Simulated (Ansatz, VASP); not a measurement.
# One calculation of ZnSe, two programs

```
Zn Se
1.0
     0.00000    2.83244    2.83244
     2.83244    0.00000    2.83244
     2.83244    2.83244    0.00000
Zn Se
1 1
Direct
  0.00000 0.00000 0.00000
  0.25000 0.25000 0.25000
```

Alike in both runs: task relaxation of cell and atoms; functional PBE; k mesh 8 × 8 × 8; occupations gaussian, width 0.02 eV; no spin polarisation.

```csv
,VASP,Ansatz
version,VASP 6.6.1,Ansatz 0.2.0
potentials or method,"VASP PAW PBE potentials, release 64 (Zn, Se), cutoff 600 eV","scalar-relativistic, plane waves, PAW"
valence electrons in the cell,18,28
```

```csv
,VASP,Ansatz,Ansatz less VASP
"gap on the k mesh at the Fermi level, each at its own relaxed structure (eV)",1.14,1.15,+0.013
relaxed volume (Å³/atom),23.64,23.55,-0.085
relaxed cell length with the largest relative difference (Å),4.059,4.054,-0.0049
```

VASP's potentials hold 18 valence electrons a cell and Ansatz's 28, so a difference there can come from the potentials and not from the codes.
